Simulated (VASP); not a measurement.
# Li2Sm (P6/mmm) in VASP: notebook

Runs on Li2Sm. Level: PBE. Tasks: single point, relaxation of cell and atoms.

Everything below comes from runs of VASP 6.6.1. Logs are shortened: lines on timing, memory, paths and dates and some standing lists are left out, and cuts for length are marked.

## Step 1: The cell of the first run

Symmetry: P6/mmm, No. 191, hexagonal system. The conventional cell has a = 3.482 Å, b = 3.482 Å, c = 4.228 Å, α = 90.00°, β = 90.00°, γ = 120.00°. Li (site symmetry -6m2) has 3 Li at 2.01 Å within 2.7 Å. Sm (site symmetry 6/mmm) has 12 Li at 2.92 Å and 6 Sm at 3.48 Å within 3.8 Å.

The cell was generated, and may not be a known phase.

## Step 2: Single point, PBE

The input, INCAR:

```
SYSTEM = Li2Sm
ALGO = Normal
EDIFF = 1E-6
ENCUT = 750
GGA = PE
GGA_COMPAT = .FALSE.
ISIF = 2
ISMEAR = 0
LASPH = .TRUE.
LCHARG = .FALSE.
LMAXMIX = 6
LREAL = .FALSE.
LWAVE = .FALSE.
NBANDS = 16
NELM = 200
PREC = Accurate
SIGMA = 0.1
```

The input, KPOINTS:

```
k-points
0
G
  6 6 4
  0 0 0
```

The input, POSCAR:

```
Li2Sm
1.0
    3.4818704700      0.0000000000      0.0000000000
   -1.7409352400      3.0153882800      0.0000000000
    0.0000000000      0.0000000000      4.2276851700
Li Sm
2 1
Direct
    0.3333333300      0.6666666700      0.5000000000
    0.6666666700      0.3333333300      0.5000000000
    0.0000000000      0.0000000000      0.0000000000
```

Potentials or basis: VASP PAW PBE potentials, release 64 (Li_sv, Sm_3), 4f in core.

On the command line:

```sh
$ cat potpaw_PBE.64/Li_sv/POTCAR potpaw_PBE.64/Sm_3/POTCAR > POTCAR
$ mpirun -np 1 vasp_std > vasp.out
```

OUTCAR:

```text
SYSTEM = Li2Sm
   EDIFF = 1E-6
   ENCUT = 750
   GGA = PE
   ISIF = 2
   ISMEAR = 0
   LASPH = .TRUE.
   LREAL = .FALSE.
   NELM = 200
   PREC = Accurate

 ion  position               nearest neighbor table
   1  0.333  0.667  0.500-   2 2.01   2 2.01   2 2.01   3 2.92   3 2.92   3 2.92   3 2.92   3 2.92
                             3 2.92
   2  0.667  0.333  0.500-   1 2.01   1 2.01   1 2.01   3 2.92   3 2.92   3 2.92   3 2.92   3 2.92
                             3 2.92
   3  0.000  0.000  0.000-   1 2.92   2 2.92   1 2.92   2 2.92   2 2.92   2 2.92   1 2.92   1 2.92
                             2 2.92   2 2.92   1 2.92   1 2.92

  LATTYP: Found a hexagonal cell.
 ALAT       =     3.4818704700
 C/A-ratio  =     1.2141994386

  Lattice vectors:

 A1 = (   3.4818704700,   0.0000000000,   0.0000000000)
 A2 = (  -1.7409352400,   3.0153882800,   0.0000000000)
 A3 = (   0.0000000000,   0.0000000000,   4.2276851700)

Analysis of symmetry for initial positions (statically):
=====================================================================
 Subroutine PRICEL returns:
 Original cell was already a primitive cell.

 Routine SETGRP: Setting up the symmetry group for a
 hexagonal supercell.

 Subroutine GETGRP returns: Found 24 space group operations
 (whereof 24 operations were pure point group operations)
 out of a pool of 24 trial point group operations.

The static configuration has the point symmetry D_6h.

Analysis of symmetry for dynamics (positions and initial velocities):
=====================================================================
 Subroutine PRICEL returns:
 Original cell was already a primitive cell.

 Routine SETGRP: Setting up the symmetry group for a
 hexagonal supercell.

 Subroutine GETGRP returns: Found 24 space group operations
 (whereof 24 operations were pure point group operations)
 out of a pool of 24 trial point group operations.

The dynamic configuration has the point symmetry D_6h.

 Subroutine INISYM returns: Found 24 space group operations
 (whereof 24 operations are pure point group operations),
 and found     1 'primitive' translations

----------------------------------------------------------------------------------------

                                     Primitive cell

  volume of cell :      44.3873

  direct lattice vectors                    reciprocal lattice vectors
     3.481870470  0.000000000  0.000000000     0.287201953  0.165816125  0.000000000
    -1.740935240  3.015388280  0.000000000     0.000000000  0.331632250  0.000000000
     0.000000000  0.000000000  4.227685170     0.000000000  0.000000000  0.236536062

  length of vectors
     3.481870470  3.481870473  4.227685170     0.331632250  0.331632250  0.236536062

  position of ions in fractional coordinates (direct lattice)
     0.333333330  0.666666670  0.500000000
     0.666666670  0.333333330  0.500000000
     0.000000000  0.000000000  0.000000000

  ion indices of the primitive-cell ions
   primitive index   ion index
                 1           1
                 2           2
                 3           3

----------------------------------------------------------------------------------------

 KPOINTS: k-points

Automatic generation of k-mesh.
 Grid dimensions read from file:
 generate k-points for:    6    6    4

 Generating k-lattice:

  Cartesian coordinates                     Fractional coordinates (reciprocal lattice)
     0.047866992  0.027636021  0.000000000     0.166666667  0.000000000  0.000000000
     0.000000000  0.055272042  0.000000000     0.000000000  0.166666667  0.000000000
     0.000000000  0.000000000  0.059134015     0.000000000  0.000000000  0.250000000

  Length of vectors
     0.055272042  0.055272042  0.059134015

  Shift w.r.t. Gamma in fractional coordinates (k-lattice)
     0.000000000  0.000000000  0.000000000

 Subroutine IBZKPT returns following result:
 ===========================================

 Found     21 irreducible k-points:

 Following reciprocal coordinates:
            Coordinates               Weight
  0.000000  0.000000  0.000000      1.000000
  0.166667 -0.000000  0.000000      6.000000
  0.333333 -0.000000  0.000000      6.000000
  0.500000  0.000000  0.000000      3.000000
  0.166667  0.166667  0.000000      6.000000
  0.333333  0.166667  0.000000     12.000000
[... 13 lines left out ...]
  0.333333  0.166667  0.500000     12.000000
  0.333333  0.333333  0.500000      2.000000
   k-points           NKPTS =     21   k-points in BZ     NKDIM =     21   number of bands    NBANDS=     16
   number of dos      NEDOS =    301   number of ions     NIONS =      3
   total plane-waves  NPLWV =  40960
   dimension x,y,z NGX =    32 NGY =   32 NGZ =   40
   dimension x,y,z NGXF=    64 NGYF=   64 NGZF=   80
   ions per type =               2   1
   NGX,Y,Z   is equivalent  to a cutoff of  15.28, 15.28, 15.73 a.u.
   NGXF,Y,Z  is equivalent  to a cutoff of  30.56, 30.56, 31.46 a.u.
 SYSTEM =  Li2Sm
   PREC   = accura    normal or accurate (medium, high low for compatibility)
   ISTART =      0    job   : 0-new  1-cont  2-samecut
   ICHARG =      2    charge: 1-file 2-atom 10-const
   ISPIN  =      1    spin polarized calculation?
   LNONCOLLINEAR =      F non collinear calculations
   LSORBIT =      F    spin-orbit coupling
   LASPH  =      T    aspherical Exc in radial PAW
   ENCUT  =  750.0 eV  55.12 Ry    7.42 a.u.   7.77  7.77  9.44*2*pi/ulx,y,z
   NELM   =    200;   NELMIN=  2; NELMDL= -5     # of ELM steps
   EDIFF  = 0.1E-05   stopping-criterion for ELM
   LREAL  =      F    real-space projection
   EDIFFG = 0.1E-04   stopping-criterion for IOM
   NSW    =      0    number of steps for IOM
   IBRION =     -1    ionic relax: 0-MD 1-quasi-New 2-CG
   NFREE  =      0    steps in history (QN), initial steepest desc. (CG)
   ISIF   =      2    stress and relaxation
   ISYM   =      2    0-nonsym 1-usesym 2-fastsym
   POTIM  = 0.5000    time-step for ionic-motion
   TEBEG  =    0.0;   TEEND  =   0.0 temperature during run
   PSTRESS=    0.0 pullay stress
   NELECT =      17.0000    total number of electrons
   NUPDOWN=      -1.0000    fix difference up-down
   EMIN   =  10.00;   EMAX   =-10.00  energy-range for DOS
   EFERMI =   0.00;   METHOD = LEGACY
   ISMEAR =     0;   SIGMA  =   0.10  broadening in eV -4-tet -1-fermi 0-gaus
   EFERMI_NEDOS =   21; number of points for ismear=-14 and -15
   IALGO  =     38    algorithm
   IMIX   =      4    mixing-type and parameters
     AMIX     =   0.40;   BMIX     =  1.00
     AMIX_MAG =   1.60;   BMIX_MAG =  1.00
  volume/ion in A,a.u.               =      14.80        99.85
  Fermi-wavevector in a.u.,A,eV,Ry     =   1.188881  2.246659 19.230985  1.413438
  Thomas-Fermi vector in A             =   2.325000
   LORBIT       =      0    0 simple, 1 ext, 2 COOP (PROOUT), +10 PAW based schemes
   GGA     = PE    functional components
   LHFCALC =     F    Hartree Fock is set to
   AEXX    =    0.0000 exact exchange contribution
   IVDW    =     0    specifies the selected vdW correction
   LEPSILON=     F    determine dielectric tensor
   LRPA    =     F    only Hartree local field effects (RPA)
 non-spin polarized calculation
 Gauss-broadening in eV      SIGMA  =   0.10
  energy-cutoff  :      750.00
  volume of cell :       44.39
 maximum number of plane-waves:      2101
 NGX is ok and might be reduce to    32
   NGX = 15   NGY = 15   NGZ = 19

 number of electron      17.0000002 magnetization

 Free energy of the ion-electron system (eV)
  ---------------------------------------------------
  ext. energy  EPLUGINS =         0.00000000
  ---------------------------------------------------
  free energy    TOTEN  =        -5.71703687 eV

  energy without entropy =       -5.70406633  energy(sigma->0) =       -5.71055160

 E-fermi :   4.2789     XC(G=0): -10.2299

 val. band max:        4.2321069430   @ k =   0.1667   0.1667   0.0000
 cond. band min:       4.2869143646   @ k =   0.1667   0.1667   0.0000
 fundamental gap:      0.0548074215
 Fermi energy:         4.2789114327

 k-point     1 :       0.0000    0.0000    0.0000
  band No.  band energies     occupation
      1     -42.3215      2.00000
      2     -41.8320      2.00000
      3     -35.9104      2.00000
      4     -15.4642      2.00000
      5     -14.9827      2.00000
      6     -14.9827      2.00000
[... 8 lines left out ...]
     15      12.6340      0.00000
     16      13.2581      0.00000

 k-point     2 :       0.1667   -0.0000    0.0000
  band No.  band energies     occupation
      1     -42.2921      2.00000
      2     -41.8607      2.00000
      3     -35.8843      2.00000
      4     -15.4156      2.00000
      5     -15.2663      2.00000
      6     -15.0463      2.00000
[... 8 lines left out ...]
     15      10.8969      0.00000
     16      14.9661      0.00000

 k-point     3 :       0.3333   -0.0000    0.0000
  band No.  band energies     occupation
      1     -42.2166      2.00000
      2     -41.9348      2.00000
      3     -35.8315      2.00000
      4     -15.7902      2.00000
      5     -15.3164      2.00000
      6     -15.1701      2.00000
[... 8 lines left out ...]
     15      10.3955      0.00000
     16      15.5852      0.00000

 k-point     4 :       0.5000    0.0000    0.0000
  band No.  band energies     occupation
      1     -42.1563      2.00000
      2     -41.9944      2.00000
      3     -35.8048      2.00000
      4     -16.0342      2.00000
      5     -15.2657      2.00000
      6     -15.2303      2.00000
[... 8 lines left out ...]
     15      12.2979      0.00000
     16      12.4603      0.00000
[... 267 lines left out ...]
 k-point    19 :       0.1667    0.1667    0.5000
  band No.  band energies     occupation
      1     -42.2378      2.00000
      2     -41.9129      2.00000
      3     -35.8419      2.00000
      4     -15.6087      2.00000
      5     -15.4778      2.00000
      6     -15.1839      2.00000
[... 8 lines left out ...]
     15      12.6847      0.00000
     16      15.9156      0.00000

 k-point    20 :       0.3333    0.1667    0.5000
  band No.  band energies     occupation
      1     -42.1562      2.00000
      2     -41.9940      2.00000
      3     -35.8004      2.00000
      4     -15.9046      2.00000
      5     -15.4116      2.00000
      6     -15.3662      2.00000
[... 8 lines left out ...]
     15      13.6706      0.00000
     16      13.8687      0.00000

 k-point    21 :       0.3333    0.3333    0.5000
  band No.  band energies     occupation
      1     -42.0750      2.00000
      2     -42.0750      2.00000
      3     -35.7865      2.00000
      4     -15.7223      2.00000
      5     -15.7223      2.00000
      6     -15.3895      2.00000
[... 8 lines left out ...]
     15      12.9302      0.00000
     16      14.2552      0.00000

------------------------ aborting loop because EDIFF is reached ----------------------------------------

  FORCE on cell =-STRESS in cart. coord.  units (eV):
  Direction    XX          YY          ZZ          XY          YZ          ZX
  --------------------------------------------------------------------------------------
  -------------------------------------------------------------------------------------
  Total        6.0355337      6.0355337      9.7684032     -0.0000000     -0.0000000     -0.0000000
  in kB      217.8551187    217.8551187    352.5946072     -0.0000004     -0.0000000     -0.0000000
  external PRESSURE =     262.7682815 kB  Pullay stress =       0.0000000 kB

 VOLUME and BASIS-vectors are now :
 -----------------------------------------------------------------------------
  energy-cutoff  :      750.00
  volume of cell :       44.39
      direct lattice vectors                 reciprocal lattice vectors
     3.481870470  0.000000000  0.000000000     0.287201953  0.165816125  0.000000000
    -1.740935240  3.015388280  0.000000000     0.000000000  0.331632250  0.000000000
     0.000000000  0.000000000  4.227685170     0.000000000  0.000000000  0.236536062

 POSITION                                       TOTAL-FORCE (eV/Angst)
 -----------------------------------------------------------------------------------
     -0.00000      2.01026      2.11384         0.000000      0.000000      0.000000
      1.74094      1.00513      2.11384        -0.000000      0.000000     -0.000000
      0.00000      0.00000      0.00000         0.000000     -0.000000      0.000000
 -----------------------------------------------------------------------------------
    total drift:                               -0.000000      0.000000      0.000000

  FREE ENERGIE OF THE ION-ELECTRON SYSTEM (eV)
  ---------------------------------------------------
  free  energy   TOTEN  =        -5.7170368701 eV

  energy  without entropy=       -5.7040663256  energy(sigma->0) =       -5.71055160
```

It took 14 s on 1 thread of AMD EPYC 9R45 (Zen 5), shared host; peak memory 0.18 GiB.

What came out:

```
Free energy            : -5.7170 eV
Pressure               : 26.3 GPa
Band gap on the k mesh : zero (an odd number of electrons rules out a gap without spin polarisation)
```

Stress tensor (GPa, compression positive):
```
21.79  0.00  0.00
 0.00 21.79  0.00
 0.00  0.00 35.26
```

Levels at points of the mesh, in eV from the Fermi level:
| k point | band 4 | band 5 | band 6 | band 7 | band 8 | band 9 | band 10 | band 11 | band 12 | band 13 |
| --- | --- | --- | --- | --- | --- | --- | --- | --- | --- | --- |
| (0.00, 0.00, 0.00) | -19.74 | -19.26 | -19.26 | -4.41 | -0.81 | 1.44 | 1.44 | 1.73 | 4.89 | 4.89 |
| (0.50, 0.00, 0.00) | -20.31 | -19.54 | -19.51 | -2.83 | -0.87 | -0.62 | 0.85 | 3.39 | 3.70 | 5.76 |
| (0.00, 0.00, 0.50) | -19.86 | -19.25 | -19.25 | -3.64 | -0.95 | 2.13 | 2.13 | 2.69 | 3.38 | 3.38 |
| (0.50, 0.00, 0.50) | -20.31 | -19.69 | -19.49 | -1.89 | -1.66 | 0.15 | 0.78 | 1.95 | 4.35 | 6.97 |

Caveat: the k points lie up to 0.37 Å⁻¹ apart, too coarse for converged energies and pressures of a metal; spin-orbit coupling is left out, which moves the levels of the heavy elements; the 4f electrons are frozen in the core, so they carry no moment and show no levels.

## Step 3: Single point, PBE

This run uses another cell than the first one, of 24.60 Å³/atom.

The input, INCAR:

```
SYSTEM = Li2Sm
  ALGO = Normal
  EDIFF = 1E-6
  ENCUT = 750
  GGA = PE
  GGA_COMPAT = .FALSE.
  ISIF = 2
  ISMEAR = 0
  LASPH = .TRUE.
  LCHARG = .FALSE.
  LMAXMIX = 6
  LREAL = .FALSE.
  LWAVE = .FALSE.
  NBANDS = 16
  NELM = 200
  PREC = Accurate
  SIGMA = 0.1
```

KPOINTS is that of step 2.

The input, POSCAR:

```
Li2Sm
1.0
    4.0376896379      0.0000000033      0.0000000000
   -2.0188448219      3.4967417974      0.0000000000
    0.0000000000      0.0000000000      5.2277607129
Li Sm
2 1
Direct
    0.3333333333      0.6666666667      0.5000000000
    0.6666666667      0.3333333333      0.5000000000
    0.0000000000      0.0000000000      0.0000000000
```

Potentials or basis: VASP PAW PBE potentials, release 64 (Li_sv, Sm_3), 4f in core.

On the command line:

```sh
$ cat potpaw_PBE.64/Li_sv/POTCAR potpaw_PBE.64/Sm_3/POTCAR > POTCAR
$ mpirun -np 1 vasp_std > vasp.out
```

Wall time 22 s (1 thread of AMD EPYC 9R45 (Zen 5), shared host); peak memory 0.22 GiB.

It converged, with:

* Free energy: -7.5468 eV
* Pressure: 0.1 GPa
* Band gap on the k mesh: zero (an odd number of electrons rules out a gap without spin polarisation)

Stress tensor (GPa, compression positive):
```
 0.18  0.00  0.00
 0.00  0.18  0.00
 0.00  0.00 -0.01
```

Levels at points of the mesh, in eV from the Fermi level:
| k point | band 4 | band 5 | band 6 | band 7 | band 8 | band 9 | band 10 | band 11 | band 12 | band 13 |
| --- | --- | --- | --- | --- | --- | --- | --- | --- | --- | --- |
| (0.00, 0.00, 0.00) | -20.96 | -20.87 | -20.87 | -4.02 | -0.51 | 0.49 | 1.29 | 1.29 | 3.00 | 3.00 |
| (0.50, 0.00, 0.00) | -21.10 | -20.92 | -20.92 | -2.07 | -0.46 | -0.37 | -0.09 | 2.38 | 2.80 | 3.95 |
| (0.00, 0.00, 0.50) | -20.96 | -20.87 | -20.87 | -3.18 | -2.07 | 1.38 | 1.53 | 1.53 | 2.50 | 2.50 |
| (0.50, 0.00, 0.50) | -21.10 | -20.93 | -20.92 | -1.30 | -1.04 | -0.40 | 0.51 | 1.07 | 2.19 | 4.15 |

Caveat: spin-orbit coupling is left out, which moves the levels of the heavy elements; the 4f electrons are frozen in the core, so they carry no moment and show no levels.

## Step 4: Relaxation of cell and atoms, PBE

The input, INCAR:

```
PREC = Accurate ; ENCUT = 750
EDIFF = 1E-7 ; ISMEAR = 0
SIGMA = 0.1 ; LREAL = False
LASPH = True ; NELM = 200
ALGO = Normal ; ISIF = 3
LWAVE = False ; LCHARG = False
GGA = PE ; IBRION = 2
NSW = 90 ; EDIFFG = -0.04
GGA_COMPAT = False ; NELMIN = 4
LMAXMIX = 6
```

The input, KPOINTS:

```
regular mesh
0
Gamma
  6 6 4
```

The input, POSCAR:

```
Li2Sm
1.0
    3.4818704700      0.0000000000      0.0000000000
   -1.7409352400      3.0153882800      0.0000000000
    0.0000000000      0.0000000000      4.2276851700
Li Sm
2 1
Direct
    0.3333333300      0.6666666700      0.5000000000
    0.6666666700      0.3333333300      0.5000000000
    0.0000000000      0.0000000000      0.0000000000
```

On the command line:

```sh
$ cat potpaw_PBE.64/Li_sv/POTCAR potpaw_PBE.64/Sm_3/POTCAR > POTCAR
$ mpirun -np 1 vasp_std > vasp.out
```

It took 68 s on 1 thread of AMD EPYC 9R45 (Zen 5), shared host; peak memory 0.18 GiB.

The run converged. Its results:

| Quantity | Value |
| --- | --- |
| Free energy | -7.5225 eV |
| Relaxed volume | 24.86 Å³/atom |
| Relaxed cell | a = 4.059 Å, b = 4.059 Å, c = 5.228 Å, α = 90.00°, β = 90.00°, γ = 120.00° |
| Space group after relaxing (to 0.1 Å) | P6/mmm (No. 191) |
| Energy gained by relaxing | 601.8 meV/atom |
| Ionic steps | 7 |
| Pressure after relaxing | -0.1 GPa |
| Band gap on the k mesh | zero (an odd number of electrons rules out a gap without spin polarisation) |

Stress tensor (GPa, compression positive):
```
 0.02  0.00  0.00
 0.00  0.02  0.00
 0.00  0.00 -0.21
```

Step by step:
```
step  energy change (eV)  largest force (eV/Å)  pressure (GPa)  volume (Å³)
   1              0.0000                0.0000           26.27        44.39
   2             -1.6072                0.0000            5.65        61.81
   3             -1.7896                0.0000            1.28        70.37
   4             -1.8027                0.0000            0.20        73.34
   5             -1.8028                0.0000           -0.02        74.02
   6             -1.8038                0.0000           -0.03        74.16
   7             -1.8055                0.0000           -0.05        74.58
```

Final structure:
```
Li Sm
1.0
     4.05871    0.00000    0.00000
    -2.02935    3.51494    0.00000
     0.00000    0.00000    5.22772
Li Sm
2 1
Direct
  0.33333 0.66667 0.50000
  0.66667 0.33333 0.50000
  0.00000 0.00000 0.00000
```

Levels at points of the mesh, in eV from the Fermi level:
```tsv
k point	band 4	band 5	band 6	band 7	band 8	band 9	band 10	band 11	band 12
(0.00, 0.00, 0.00)	-20.98	-20.90	-20.90	-4.00	-0.49	0.51	1.27	1.27	2.96
(0.50, 0.00, 0.00)	-21.12	-20.95	-20.95	-2.07	-0.48	-0.35	-0.08	2.35	2.76
(0.00, 0.00, 0.50)	-20.99	-20.90	-20.90	-3.16	-2.06	1.40	1.51	1.51	2.45
(0.50, 0.00, 0.50)	-21.12	-20.96	-20.95	-1.29	-1.03	-0.39	0.49	1.04	2.19
```

Caveat: the k points lie up to 0.30 Å⁻¹ apart in the final cell, too coarse for converged energies and pressures of a metal; the volume moved by over 15 % at a fixed basis, so the end points are rough; spin-orbit coupling is left out, which moves the levels of the heavy elements; the 4f electrons are frozen in the core, so they carry no moment and show no levels.

(Part 1 of 2 ends here.)

The gap in the log of VASP goes by the Fermi energy; the results here count the filled bands.